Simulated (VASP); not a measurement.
# CdSe in VASP: further runs, part 2 of 2

VASP 6.6.1. The steps go on from the part before.

## (3) Single point, PBE (strained)

Contents of INCAR:

```
  PREC = Accurate
  ENCUT = 520
  EDIFF = 1E-6
  ISMEAR = 0
  SIGMA = 0.05
  LREAL = F
  LASPH = T
  NELM = 80
  ALGO = Normal
  ISIF = 2
  LWAVE = F
  LCHARG = F
  GGA = PE
  NBANDS = 16
```

Contents of KPOINTS:

```
Automatic mesh
0
Gamma
  10 10 10
```

Contents of POSCAR:

```
CdSe
1.0
    0.0000000000      2.9762287918      2.9762287918
    2.9762287918      0.0000000000      2.9762287918
    2.9762287918      2.9762287918      0.0000000000
Cd Se
1 1
Direct
    0.0000000000      0.0000000000      0.0000000000
    0.7500000000      0.7500000000      0.7500000000
```

Potentials or basis: VASP PAW PBE potentials, release 64 (Cd, Se).

On the command line:

```bash
$ cat potpaw_PBE.64/Cd/POTCAR potpaw_PBE.64/Se/POTCAR > POTCAR
$ mpirun -np 1 vasp_std > vasp.out
```

OUTCAR:

```text
PREC = Accurate
   ENCUT = 520
   EDIFF = 1E-6
   ISMEAR = 0
   LREAL = F
   LASPH = T
   NELM = 80
   ISIF = 2
   GGA = PE

 ion  position               nearest neighbor table
   1  0.000  0.000  0.000-   2 2.58   2 2.58   2 2.58   2 2.58
   2  0.750  0.750  0.750-   1 2.58   1 2.58   1 2.58   1 2.58

  LATTYP: Found a face centered cubic cell.
 ALAT       =     5.9524575836

  Lattice vectors:

 A1 = (   0.0000000000,   2.9762287918,   2.9762287918)
 A2 = (   2.9762287918,   0.0000000000,   2.9762287918)
 A3 = (   2.9762287918,   2.9762287918,   0.0000000000)

Analysis of symmetry for initial positions (statically):
=====================================================================
 Subroutine PRICEL returns:
 Original cell was already a primitive cell.

 Routine SETGRP: Setting up the symmetry group for a
 face centered cubic supercell.

 Subroutine GETGRP returns: Found 24 space group operations
 (whereof 24 operations were pure point group operations)
 out of a pool of 48 trial point group operations.

[... 155 lines left out ...]
  ---------------------------------------------------
  ext. energy  EPLUGINS =         0.00000000
  ---------------------------------------------------
  free energy    TOTEN  =        -5.35198000 eV

  energy without entropy =       -5.35198000  energy(sigma->0) =       -5.35198000

 E-fermi :   1.7241     XC(G=0):  -9.1851

 val. band max:        1.4820468227   @ k =   0.0000   0.0000   0.0000
 cond. band min:       2.2250820777   @ k =   0.0000   0.0000   0.0000
 fundamental gap:      0.7430352551
 Fermi energy:         1.7241326515

 k-point     1 :       0.0000    0.0000    0.0000
  band No.  band energies     occupation
      1     -11.5011      2.00000
      2      -6.6984      2.00000
      3      -6.6984      2.00000
      4      -6.6984      2.00000
      5      -6.2487      2.00000
      6      -6.2487      2.00000
[... 433 lines left out ...]
      3      -6.4645      2.00000
      4      -6.4196      2.00000
      5      -6.1951      2.00000
      6      -6.0696      2.00000
[... 8 lines left out ...]
     15      13.8447      0.00000
     16      15.6060      0.00000

 [... further k-points ...]
[... 5 lines left out ...]
  --------------------------------------------------------------------------------------
  -------------------------------------------------------------------------------------
  Total        2.4945275      2.4945275      2.4945275      0.0000000      0.0000000      0.0000000
  in kB       75.8001279     75.8001279     75.8001279      0.0000000      0.0000000      0.0000000
  external PRESSURE =      75.8001279 kB  Pullay stress =       0.0000000 kB

 VOLUME and BASIS-vectors are now :
 -----------------------------------------------------------------------------
  energy-cutoff  :      520.00
  volume of cell :       52.73
      direct lattice vectors                 reciprocal lattice vectors
     0.000000000  2.976228792  2.976228792    -0.167997837  0.167997837  0.167997837
     2.976228792  0.000000000  2.976228792     0.167997837 -0.167997837  0.167997837
     2.976228792  2.976228792  0.000000000     0.167997837  0.167997837 -0.167997837

 POSITION                                       TOTAL-FORCE (eV/Angst)
 -----------------------------------------------------------------------------------
      0.00000      0.00000      0.00000         0.000000     -0.000000      0.000000
      4.46434      4.46434      4.46434        -0.000000      0.000000     -0.000000
 -----------------------------------------------------------------------------------
    total drift:                                0.000000      0.000000      0.000000

  FREE ENERGIE OF THE ION-ELECTRON SYSTEM (eV)
  ---------------------------------------------------
  free  energy   TOTEN  =        -5.3519800028 eV

  energy  without entropy=       -5.3519800028  energy(sigma->0) =       -5.35198000
```

OSZICAR:

```text
N       E                     dE             d eps       ncg     rms          rms(c)
DAV:   1     0.106584214721E+03    0.10658E+03   -0.89577E+03  1544   0.102E+03
DAV:   2    -0.173250925807E+01   -0.10832E+03   -0.10272E+03  1760   0.248E+02
DAV:   3    -0.570420993227E+01   -0.39717E+01   -0.39655E+01  1824   0.496E+01
DAV:   4    -0.572065457823E+01   -0.16445E-01   -0.16444E-01  1896   0.316E+00
DAV:   5    -0.572075489268E+01   -0.10031E-03   -0.10031E-03  1872   0.214E-01    0.721E+00
DAV:   6    -0.537472123398E+01    0.34603E+00   -0.51486E-01  2240   0.924E+00    0.554E+00
DAV:   7    -0.535094349239E+01    0.23778E-01   -0.16138E-01  1792   0.271E+00    0.225E+00
DAV:   8    -0.535176615449E+01   -0.82266E-03   -0.16142E-02  1696   0.160E+00    0.269E-01
DAV:   9    -0.535187241773E+01   -0.10626E-03   -0.15917E-03  1840   0.550E-01    0.513E-02
DAV:  10    -0.535193725864E+01   -0.64841E-04   -0.16701E-04  1920   0.167E-01    0.406E-02
DAV:  11    -0.535197986010E+01   -0.42601E-04   -0.69213E-05  1808   0.532E-02    0.134E-02
DAV:  12    -0.535198000282E+01   -0.14272E-06   -0.22732E-06  1688   0.211E-02
   1 F= -.53519800E+01 E0= -.53519800E+01  d E =-.558065E-14
```

stdout:

```text
POSCAR found type information on POSCAR CdSe
 POSCAR found :  2 types and       2 ions
 scaLAPACK will be used
 LDA part: xc-table for (Slater+PW92), standard interpolation
 POSCAR, INCAR and KPOINTS ok, starting setup
 FFT: planning ... GRIDC
 FFT: planning ... GRID_SOFT
 FFT: planning ... GRID
 WAVECAR not read
 entering main loop
```

It took 26 s on 1 thread of AMD EPYC 7R13 (Zen 3), shared host; peak memory 0.17 GiB.

Results:

```yaml
Free_energy: -5.3520 eV
Pressure: 7.6 GPa
Band_gap_on_the_k_mesh: 0.74 eV
```

Levels at points of the mesh, in eV from the valence-band top:
| k point | band 5 | band 6 | band 7 | band 8 | band 9 | band 10 | band 11 | band 12 | band 13 | band 14 |
| --- | --- | --- | --- | --- | --- | --- | --- | --- | --- | --- |
| (0.00, 0.00, 0.00) | -7.73 | -7.73 | 0.00 | 0.00 | 0.00 | 0.74 | 5.93 | 5.93 | 5.93 | 10.05 |
| (0.50, 0.00, 0.00) | -7.70 | -7.38 | -4.79 | -0.85 | -0.85 | 2.47 | 6.45 | 6.45 | 7.59 | 10.25 |
| (0.50, 0.50, 0.00) | -7.66 | -7.31 | -4.39 | -2.09 | -2.09 | 3.01 | 3.80 | 9.44 | 10.61 | 10.61 |

Caveat: the cell differs from its parent crystal (strained); the cell stands under pressure; semilocal functionals underestimate gaps, and a narrow one can read as zero.

## (4) Single point, r2SCAN (strained)

Contents of POSCAR:

```
CdSe
1.0
    0.0000000000      3.1269791076      3.1269791076
    3.1269791076      0.0000000000      3.1269791076
    3.1269791076      3.1269791076      0.0000000000
Cd Se
1 1
Direct
    0.0000000000      0.0000000000      0.0000000000
    0.7500000000      0.7500000000      0.7500000000
```

Contents of INCAR.step1:

```
SYSTEM = CdSe
PREC     = Accurate       ! precision mode
ENCUT    = 520            ! plane-wave cutoff, eV
ISMEAR   = 0              ! smearing method
SIGMA    = 0.05           ! smearing width, eV
LREAL    = .FALSE.        ! projectors in reciprocal space
LASPH    = .TRUE.         ! aspherical terms in the spheres
NELM     = 100            ! most SCF steps
NBANDS   = 16             ! bands
GGA      = PE             ! functional
ALGO     = Normal         ! electronic algorithm
EDIFF    = 1E-4           ! SCF threshold, eV
LWAVE    = .TRUE.         ! write WAVECAR
LCHARG   = .FALSE.        ! write CHGCAR
```

Contents of INCAR.step2:

```
SYSTEM = CdSe
PREC     = Accurate       ! precision mode
ENCUT    = 520            ! plane-wave cutoff, eV
EDIFF    = 1E-6           ! SCF threshold, eV
ISMEAR   = 0              ! smearing method
SIGMA    = 0.05           ! smearing width, eV
LREAL    = .FALSE.        ! projectors in reciprocal space
LASPH    = .TRUE.         ! aspherical terms in the spheres
NELM     = 100            ! most SCF steps
ALGO     = Normal         ! electronic algorithm
ISIF     = 2              ! what is computed and relaxed
LWAVE    = .FALSE.        ! write WAVECAR
LCHARG   = .TRUE.         ! write CHGCAR
METAGGA  = R2SCAN         ! meta-GGA
LMIXTAU  = .TRUE.       
LELF     = .TRUE.         ! ELF
LVHAR    = .TRUE.       
NBANDS   = 16             ! bands
ISTART   = 1
```

Contents of KPOINTS:

```
Automatic mesh
0
G
  10 10 10
  0 0 0
```

On the command line:

```bash
$ cat potpaw_PBE.64/Cd/POTCAR potpaw_PBE.64/Se/POTCAR > POTCAR
$ cp INCAR.step1 INCAR
$ mpirun -np 1 vasp_std > vasp.out
$ cp INCAR.step2 INCAR
$ mpirun -np 1 vasp_std > vasp.out
```

Wall time 3.1 min (1 thread of AMD EPYC 7R13 (Zen 3), shared host); peak memory 0.21 GiB.

Results (log left out):

- Free energy: -35.8907 eV
- Pressure: -2.5 GPa
- Band gap on the k mesh: 0.90 eV

Levels at points of the mesh, in eV from the valence-band top:
```
           k point  band 5  band 6  band 7  band 8  band 9  band 10  band 11  band 12  band 13  band 14
(0.00, 0.00, 0.00)   -7.62   -7.62    0.00    0.00    0.00     0.90     6.46     6.46     6.46     9.93
(0.50, 0.00, 0.00)   -7.60   -7.37   -3.95   -0.64   -0.64     2.74     6.89     6.89     7.55    10.29
(0.50, 0.50, 0.00)   -7.57   -7.31   -3.71   -1.61   -1.61     3.59     4.05     9.27    10.44    10.44
```

Caveat: the cell differs from its parent crystal (strained); the PAW data sets were made with another functional, which shifts forces and pressure a little.

## (5) Single point, PBE (strained)

Contents of INCAR:

```
SYSTEM = CdSe
ALGO = Normal
EDIFF = 1E-6
ENCUT = 520
GGA = PE
ISIF = 2
ISMEAR = 0
LASPH = .True.
LCHARG = .True.
LELF = .True.
LREAL = .False.
LVHAR = .True.
LWAVE = .False.
NBANDS = 16
NELM = 60
PREC = Accurate
SIGMA = 0.05
```

Contents of KPOINTS:

```
k-points
0
Gamma
  10 10 10
  0 0 0
```

Contents of POSCAR:

```
CdSe
1.0
    0.0000000000      2.9898914986      2.9438374306
    2.9898914986      0.0000000000      2.9438374306
    2.9898914986      2.9898914986      0.0000000000
Cd Se
1 1
Direct
    0.0000000000      0.0000000000      0.0000000000
    0.7500000000      0.7500000000      0.7500000000
```

On the command line:

```bash
$ cat potpaw_PBE.64/Cd/POTCAR potpaw_PBE.64/Se/POTCAR > POTCAR
$ mpirun -np 1 vasp_std > vasp.out
```

It took 55 s on 1 thread of AMD EPYC 7R13 (Zen 3), shared host; peak memory 0.21 GiB.

Results (log left out):

- Free energy: -5.3473 eV
- Pressure: 7.7 GPa
- Band gap on the k mesh: 0.71 eV

Stress tensor (GPa, compression positive):
```
7.67 0.00 0.00
0.00 7.67 0.00
0.00 0.00 7.80
```

Levels at points of the mesh, in eV from the valence-band top:
| k point | band 6 | band 7 | band 8 | band 9 | band 10 | band 11 | band 12 | band 13 |
| --- | --- | --- | --- | --- | --- | --- | --- | --- |
| (0.00, 0.00, 0.00) | -7.77 | -0.05 | -0.05 | 0.00 | 0.71 | 5.89 | 5.89 | 5.90 |
| (0.50, 0.00, 0.00) | -7.42 | -4.83 | -0.92 | -0.85 | 2.44 | 6.36 | 6.48 | 7.57 |
| (0.50, 0.50, 0.00) | -7.33 | -4.37 | -2.17 | -2.17 | 2.93 | 3.68 | 9.52 | 10.57 |
| (0.50, 0.00, 0.50) | -7.36 | -4.46 | -2.12 | -2.09 | 2.99 | 3.82 | 9.36 | 10.49 |

Caveat: the cell differs from its parent crystal (strained); the cell stands under pressure; semilocal functionals underestimate gaps, and a narrow one can read as zero.

## (6) The runs side by side

```csv
level,cell,gap on the mesh (eV),pressure (GPa)
PBE,"a = 4.190 Å, angles 60.0°, 2 atoms",0.77,8.6
PBE,"a = 4.209 Å, angles 60.0°, 2 atoms",0.74,7.6
r2SCAN,"a = 4.422 Å, angles 60.0°, 2 atoms",0.90,-2.5
PBE,"a = 4.196, b = 4.196, c = 4.228 Å, angles 59.7, 59.7, 60.5°, 2 atoms",0.71,7.7
```

Alike in all rows: task single point; potentials or basis VASP PAW PBE potentials, release 64 (Cd, Se); no spin polarisation; k mesh 10 × 10 × 10; cutoff (eV) 520; smearing gaussian 0.05 eV.

Caveats: the cell stands under pressure (at least some runs); semilocal functionals underestimate gaps, and a narrow one can read as zero (at least some runs); the PAW data sets were made with another functional, which shifts forces and pressure a little (at least some runs).

Absolute energies hang on the potentials; compare differences alone.
